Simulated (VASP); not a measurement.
Set up this calculation in VASP 6.6.1, as the native input.

| Quantity | Value |
| --- | --- |
| Task | single point |
| Functional | PBE |
| Potentials or basis | VASP PAW PBE potentials, release 64 (Sb, P) |
| Cutoff | 520 eV |
| k mesh | 4 × 4 × 4 |
| Occupations | gaussian, width 0.1 eV |
| Spin | no spin polarisation |
| Dipole correction | no |
| Further INCAR settings | ALGO = Normal; EDIFF = 1e-07; NBANDS = 24 |

The structure of SbP5 lies in POSCAR:

```
SbP5
1.0
    0.0000000000      3.7873206246      3.7873206246
    3.7873206246      0.0000000000      3.7873206246
    3.7873206246      3.7873206246      0.0000000000
Sb P
1 5
Direct
    0.0000000000      0.0000000000      0.0000000000
    0.2500000000      0.2500000000      0.2500000000
    0.6094993987      0.1715018038      0.6094993987
    0.6094993987      0.6094993987      0.1715018038
    0.6094993987      0.6094993987      0.6094993987
    0.1715018038      0.6094993987      0.6094993987
```

The cell was built from a structure type or drawn by symmetry, and may not be a known phase.

The input as run:

INCAR

```
  ALGO = Normal
  EDIFF = 1E-7
  ENCUT = 520
  GGA = PE
  ISIF = 2
  ISMEAR = 0
  LASPH = True
  LCHARG = False
  LREAL = False
  LWAVE = False
  NBANDS = 24
  NELM = 100
  PREC = Accurate
  SIGMA = 0.1
```

KPOINTS

```
k-points
0
Gamma
  4 4 4
```

Potentials or basis: VASP PAW PBE potentials, release 64 (Sb, P).

Run with:

```bash
$ cat potpaw_PBE.64/Sb/POTCAR potpaw_PBE.64/P/POTCAR > POTCAR
$ mpirun -np 1 vasp_std > vasp.out
```

It gave:

- Pressure: -0.3 GPa
- Largest force: 0.068 eV/Å
- Band gap on the k mesh: zero (bands 15 and 16 overlap by 0.40 eV)

Caveat: spin-orbit coupling is left out, which moves the levels of the heavy elements.

Run time: 21 s on 1 thread of Intel(R) Xeon(R) Platinum 8259CL CPU @ 2.50GHz (Skylake/Cascade Lake), on a shared host, peak memory 0.23 GiB.
